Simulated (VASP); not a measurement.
# W3O (Pmm2) in VASP: further runs

W3O is run at these levels: PBEsol; tasks: single point.

Program: VASP 6.6.1. These are calculated values, not measurements. Logs are shortened: lines on timing, memory, paths and dates and some standing lists are left out, and cuts for length are marked.

## Step 1: The cell of the first run

It takes space group Pmm2 (No. 25, orthorhombic). Conventional cell: a = 4.831 Å, b = 4.831 Å, c = 4.831 Å, α = 90.00°, β = 90.00°, γ = 90.00°. Within 3.2 Å of W (site symmetry m) lie 10 W at 2.42 to 2.96 Å and 4 O at 2.70 to 2.71 Å. Within 3.2 Å of W (site symmetry m) lie 10 W at 2.42 to 2.96 Å and 4 O at 2.49 to 2.92 Å. W (site symmetry mm2) has 10 W at 2.42 to 2.96 Å and 4 O at 2.70 to 2.82 Å within 3.2 Å. W (site symmetry mm2) has 10 W at 2.42 to 2.96 Å and 4 O at 2.60 to 2.70 Å within 3.2 Å. Within 3.3 Å of O (site symmetry mm2) lie 12 W at 2.49 to 2.92 Å. O (site symmetry mm2) has 12 W at 2.70 Å within 3.6 Å.

## Step 2: Single point, PBEsol (atom 7 (O) moved +0.240 Å along Cartesian [1 0 0])

INCAR reads:

```
ALGO = Normal
EDIFF = 1E-6
ENCUT = 520
GGA = PS
ISIF = 2
ISMEAR = 0
LASPH = T
LCHARG = T
LELF = T
LREAL = F
LVHAR = T
LWAVE = F
NBANDS = 58
NELM = 100
PREC = Accurate
SIGMA = 0.15
```

KPOINTS reads:

```
k-points
0
Gamma
  8 8 8
```

POSCAR reads:

```
W3O
1.0
    4.8313496810      0.0000000000      0.0000000000
    0.0000000000      4.8313496810      0.0000000000
    0.0000000000      0.0000000000      4.8313496810
W O
6 2
Direct
    0.5000000000      0.7500000000      0.0000000000
    0.0000000000      0.5000000000      0.7500000000
    0.2500000000      0.0000000000      0.5000000000
    0.5000000000      0.2500000000      0.0000000000
    0.0000000000      0.5000000000      0.2500000000
    0.7500000000      0.0000000000      0.5000000000
    0.5496755598      0.5000000000      0.5000000000
    0.0000000000      0.0000000000      0.0000000000
```

Potentials or basis: VASP PAW PBE potentials, release 64 (W_sv, O).

Started as:

```console
> cat potpaw_PBE.64/W_sv/POTCAR potpaw_PBE.64/O/POTCAR > POTCAR
> mpirun -np 1 vasp_std > vasp.out
```

OUTCAR:

```text
EDIFF = 1E-6
   ENCUT = 520
   GGA = PS
   ISIF = 2
   ISMEAR = 0
   LASPH = T
   LREAL = F
   NELM = 100
   PREC = Accurate

 ion  position               nearest neighbor table
   1  0.500  0.750  0.000-   4 2.42   4 2.42   8 2.70   8 2.70   7 2.71   7 2.71   2 2.96   3 2.96
                             6 2.96   5 2.96   6 2.96   2 2.96   5 2.96   3 2.96
   2  0.000  0.500  0.750-   5 2.42   5 2.42   7 2.49   8 2.70   8 2.70   3 2.96   4 2.96   1 2.96
                             3 2.96   6 2.96   6 2.96   1 2.96   4 2.96
   3  0.250  0.000  0.500-   6 2.42   6 2.42   8 2.70   8 2.70   1 2.96   2 2.96   1 2.96   4 2.96
                             4 2.96   2 2.96   5 2.96   5 2.96
   4  0.500  0.250  0.000-   1 2.42   1 2.42   8 2.70   8 2.70   7 2.71   7 2.71   3 2.96   3 2.96
                             6 2.96   5 2.96   6 2.96   2 2.96   5 2.96   2 2.96
   5  0.000  0.500  0.250-   2 2.42   2 2.42   7 2.49   8 2.70   8 2.70   1 2.96   3 2.96   4 2.96
                             3 2.96   6 2.96   6 2.96   1 2.96   4 2.96
   6  0.750  0.000  0.500-   3 2.42   3 2.42   7 2.60   7 2.60   8 2.70   8 2.70   1 2.96   1 2.96
                             4 2.96   4 2.96   2 2.96   5 2.96   5 2.96   2 2.96
   7  0.550  0.500  0.500-   2 2.49   5 2.49   6 2.60   6 2.60   4 2.71   1 2.71   4 2.71   1 2.71

   8  0.000  0.000  0.000-   1 2.70   2 2.70   3 2.70   4 2.70   5 2.70   6 2.70   3 2.70   6 2.70
                             2 2.70   5 2.70   1 2.70   4 2.70

  LATTYP: Found a simple cubic cell.
 ALAT       =     4.8313496810

  Lattice vectors:

 A1 = (   4.8313496810,   0.0000000000,   0.0000000000)
 A2 = (   0.0000000000,   4.8313496810,   0.0000000000)
 A3 = (   0.0000000000,   0.0000000000,   4.8313496810)

Analysis of symmetry for initial positions (statically):
=====================================================================
 Subroutine PRICEL returns:
 Original cell was already a primitive cell.

 Routine SETGRP: Setting up the symmetry group for a
 simple cubic supercell.

 Subroutine GETGRP returns: Found  4 space group operations
 (whereof  4 operations were pure point group operations)
 out of a pool of 48 trial point group operations.

The static configuration has the point symmetry C_2v.

Analysis of symmetry for dynamics (positions and initial velocities):
=====================================================================
 Subroutine PRICEL returns:
 Original cell was already a primitive cell.

 Routine SETGRP: Setting up the symmetry group for a
 simple cubic supercell.

 Subroutine GETGRP returns: Found  4 space group operations
 (whereof  4 operations were pure point group operations)
 out of a pool of 48 trial point group operations.

The dynamic configuration has the point symmetry C_2v.

 Subroutine INISYM returns: Found  4 space group operations
 (whereof  4 operations are pure point group operations),
 and found     1 'primitive' translations

----------------------------------------------------------------------------------------

                                     Primitive cell

  volume of cell :     112.7731

  direct lattice vectors                    reciprocal lattice vectors
     4.831349681  0.000000000  0.000000000     0.206981499  0.000000000  0.000000000
     0.000000000  4.831349681  0.000000000     0.000000000  0.206981499  0.000000000
     0.000000000  0.000000000  4.831349681     0.000000000  0.000000000  0.206981499

  length of vectors
     4.831349681  4.831349681  4.831349681     0.206981499  0.206981499  0.206981499

  position of ions in fractional coordinates (direct lattice)
     0.500000000  0.750000000  0.000000000
     0.000000000  0.500000000  0.750000000
     0.250000000  0.000000000  0.500000000
     0.500000000  0.250000000  0.000000000
     0.000000000  0.500000000  0.250000000
     0.750000000  0.000000000  0.500000000
     0.549675560  0.500000000  0.500000000
     0.000000000  0.000000000  0.000000000

  ion indices of the primitive-cell ions
   primitive index   ion index
                 1           1
                 2           2
                 3           3
                 4           4
                 5           5
                 6           6
                 7           7
                 8           8

----------------------------------------------------------------------------------------

 KPOINTS: k-points

Automatic generation of k-mesh.
 Grid dimensions read from file:
 generate k-points for:    8    8    8

 Generating k-lattice:

  Cartesian coordinates                     Fractional coordinates (reciprocal lattice)
     0.025872687  0.000000000  0.000000000     0.125000000  0.000000000  0.000000000
     0.000000000  0.025872687  0.000000000     0.000000000  0.125000000  0.000000000
     0.000000000  0.000000000  0.025872687     0.000000000  0.000000000  0.125000000

  Length of vectors
     0.025872687  0.025872687  0.025872687

  Shift w.r.t. Gamma in fractional coordinates (k-lattice)
     0.000000000  0.000000000  0.000000000

 Subroutine IBZKPT returns following result:
 ===========================================

 Found    125 irreducible k-points:

 Following reciprocal coordinates:
            Coordinates               Weight
  0.000000  0.000000  0.000000      1.000000
  0.125000  0.000000  0.000000      2.000000
  0.000000  0.125000  0.000000      2.000000
  0.000000  0.000000  0.125000      2.000000
  0.250000  0.000000  0.000000      2.000000
  0.000000  0.250000  0.000000      2.000000
[... 16 lines left out ...]
  0.375000  0.125000  0.000000      4.000000
  0.000000  0.375000  0.125000      4.000000
 [... further k-points ...]
   k-points           NKPTS =    125   k-points in BZ     NKDIM =    125   number of bands    NBANDS=     58
   number of dos      NEDOS =    301   number of ions     NIONS =      8
   total plane-waves  NPLWV =  46656
   dimension x,y,z NGX =    36 NGY =   36 NGZ =   36
   dimension x,y,z NGXF=    72 NGYF=   72 NGZF=   72
   ions per type =               6   2
   NGX,Y,Z   is equivalent  to a cutoff of  12.39, 12.39, 12.39 a.u.
   NGXF,Y,Z  is equivalent  to a cutoff of  24.78, 24.78, 24.78 a.u.
 SYSTEM =  unknown system
   PREC   = accura    normal or accurate (medium, high low for compatibility)
   ISTART =      0    job   : 0-new  1-cont  2-samecut
   ICHARG =      2    charge: 1-file 2-atom 10-const
   ISPIN  =      1    spin polarized calculation?
   LNONCOLLINEAR =      F non collinear calculations
   LSORBIT =      F    spin-orbit coupling
   LASPH  =      T    aspherical Exc in radial PAW
   ENCUT  =  520.0 eV  38.22 Ry    6.18 a.u.   8.98  8.98  8.98*2*pi/ulx,y,z
   NELM   =    100;   NELMIN=  2; NELMDL= -5     # of ELM steps
   EDIFF  = 0.1E-05   stopping-criterion for ELM
   LREAL  =      F    real-space projection
   EDIFFG = 0.1E-04   stopping-criterion for IOM
   NSW    =      0    number of steps for IOM
   IBRION =     -1    ionic relax: 0-MD 1-quasi-New 2-CG
   NFREE  =      0    steps in history (QN), initial steepest desc. (CG)
   ISIF   =      2    stress and relaxation
   ISYM   =      2    0-nonsym 1-usesym 2-fastsym
   POTIM  = 0.5000    time-step for ionic-motion
   TEBEG  =    0.0;   TEEND  =   0.0 temperature during run
   PSTRESS=    0.0 pullay stress
   NELECT =      96.0000    total number of electrons
   NUPDOWN=      -1.0000    fix difference up-down
   EMIN   =  10.00;   EMAX   =-10.00  energy-range for DOS
   EFERMI =   0.00;   METHOD = LEGACY
   ISMEAR =     0;   SIGMA  =   0.15  broadening in eV -4-tet -1-fermi 0-gaus
   EFERMI_NEDOS =   21; number of points for ismear=-14 and -15
   IALGO  =     38    algorithm
   IMIX   =      4    mixing-type and parameters
     AMIX     =   0.40;   BMIX     =  1.00
     AMIX_MAG =   1.60;   BMIX_MAG =  1.00
  volume/ion in A,a.u.               =      14.10        95.13
  Fermi-wavevector in a.u.,A,eV,Ry     =   1.551542  2.931989 32.753053  2.407281
  Thomas-Fermi vector in A             =   2.656046
   LORBIT       =      0    0 simple, 1 ext, 2 COOP (PROOUT), +10 PAW based schemes
   GGA     = PS    functional components
   LHFCALC =     F    Hartree Fock is set to
   AEXX    =    0.0000 exact exchange contribution
   IVDW    =     0    specifies the selected vdW correction
   LEPSILON=     F    determine dielectric tensor
   LRPA    =     F    only Hartree local field effects (RPA)
 non-spin polarized calculation
 Gauss-broadening in eV      SIGMA  =   0.15
  energy-cutoff  :      520.00
  volume of cell :      112.77
 maximum number of plane-waves:      3060
   NGX = 17   NGY = 17   NGZ = 17

 number of electron      95.9999962 magnetization

 Free energy of the ion-electron system (eV)
  ---------------------------------------------------
  ext. energy  EPLUGINS =         0.00000000
  ---------------------------------------------------
  free energy    TOTEN  =       -86.68353769 eV

  energy without entropy =      -86.60741216  energy(sigma->0) =      -86.64547493

 E-fermi :  10.0918     XC(G=0): -13.4006

 val. band max:       10.0906191274   @ k =  -0.3750   0.5000   0.1250
 cond. band min:      10.0951524543   @ k =   0.2500   0.3750   0.2500
 fundamental gap:      0.0045333269
 Fermi energy:        10.0917976021

 k-point     1 :       0.0000    0.0000    0.0000
  band No.  band energies     occupation
      1     -64.1060      2.00000
      2     -64.0433      2.00000
      3     -64.0352      2.00000
      4     -63.8108      2.00000
      5     -63.7973      2.00000
      6     -63.7966      2.00000
[... 50 lines left out ...]
     57      13.5779      0.00000
     58      14.1280      0.00000

 k-point     2 :       0.1250    0.0000    0.0000
  band No.  band energies     occupation
      1     -64.1015      2.00000
      2     -64.0425      2.00000
      3     -64.0313      2.00000
      4     -63.8108      2.00000
      5     -63.8069      2.00000
      6     -63.7966      2.00000
[... 50 lines left out ...]
     57      13.3564      0.00000
     58      14.0039      0.00000

 k-point     3 :       0.0000    0.1250    0.0000
  band No.  band energies     occupation
      1     -64.1019      2.00000
      2     -64.0448      2.00000
      3     -64.0284      2.00000
      4     -63.8108      2.00000
      5     -63.8065      2.00000
      6     -63.7973      2.00000
[... 1216 lines left out ...]
      3     -63.9792      2.00000
      4     -63.8721      2.00000
      5     -63.8108      2.00000
      6     -63.8064      2.00000
[... 50 lines left out ...]
     57      12.9238      0.00000
     58      12.9693      0.00000

 k-point    24 :       0.0000    0.3750    0.1250
  band No.  band energies     occupation
      1     -64.0746      2.00000
      2     -64.0535      2.00000
      3     -63.9698      2.00000
      4     -63.8757      2.00000
      5     -63.8206      2.00000
      6     -63.7973      2.00000
[... 50 lines left out ...]
     57      12.8764      0.00000
     58      13.0126      0.00000

 [... further k-points ...]
[... 5 lines left out ...]
  --------------------------------------------------------------------------------------
  -------------------------------------------------------------------------------------
  Total        0.5424454      1.1507115      0.9178437      0.0000000      0.0000000      0.0000000
  in kB        7.7065709     16.3482635     13.0398897      0.0000000      0.0000000      0.0000000
  external PRESSURE =      12.3649080 kB  Pullay stress =       0.0000000 kB

 VOLUME and BASIS-vectors are now :
 -----------------------------------------------------------------------------
  energy-cutoff  :      520.00
  volume of cell :      112.77
      direct lattice vectors                 reciprocal lattice vectors
     4.831349681  0.000000000  0.000000000     0.206981499  0.000000000  0.000000000
     0.000000000  4.831349681  0.000000000     0.000000000  0.206981499  0.000000000
     0.000000000  0.000000000  4.831349681     0.000000000  0.000000000  0.206981499

 POSITION                                       TOTAL-FORCE (eV/Angst)
 -----------------------------------------------------------------------------------
      2.41567      3.62351      0.00000        -0.012273     -0.050802      0.000000
      0.00000      2.41567      3.62351        -0.306298      0.000000      0.060496
      1.20784      0.00000      2.41567        -0.132219      0.000000      0.000000
      2.41567      1.20784      0.00000        -0.012273      0.050802      0.000000
      0.00000      2.41567      1.20784        -0.306298      0.000000     -0.060496
      3.62351      0.00000      2.41567        -0.173316      0.000000      0.000000
      2.65567      2.41567      2.41567         1.004014      0.000000      0.000000
      0.00000      0.00000      0.00000        -0.061337      0.000000      0.000000
 -----------------------------------------------------------------------------------
    total drift:                               -0.000274      0.000000     -0.000001

  FREE ENERGIE OF THE ION-ELECTRON SYSTEM (eV)
  ---------------------------------------------------
  free  energy   TOTEN  =       -86.6835376933 eV

  energy  without entropy=      -86.6074121640  energy(sigma->0) =      -86.64547493
```

Wall time 12 min (1 thread of Intel Xeon 6975P-C, shared host); peak memory 0.62 GiB.

Results:

```
Free energy            : -86.6835 eV
Pressure               : 1.2 GPa
Largest force          : 1.004 eV/Å
Band gap on the k mesh : zero (band 48 reaches 10.55 eV, above the bottom of band 49 at 9.66 eV)
```

Forces in eV/Å, atoms in the order of the input:
```
W   -0.012 -0.051  0.000
W   -0.306  0.000  0.060
W   -0.132  0.000  0.000
W   -0.012  0.051  0.000
W   -0.306  0.000 -0.060
W   -0.173  0.000  0.000
O    1.004  0.000  0.000
O   -0.061  0.000  0.000
```

Caveat: the cell differs from its parent crystal (atom 7 (O) moved +0.240 Å along Cartesian [1 0 0]); the PAW data sets were made with another functional, which shifts forces and pressure a little; spin-orbit coupling is left out, which moves the levels of the heavy elements.

[end of part 1 of 2]
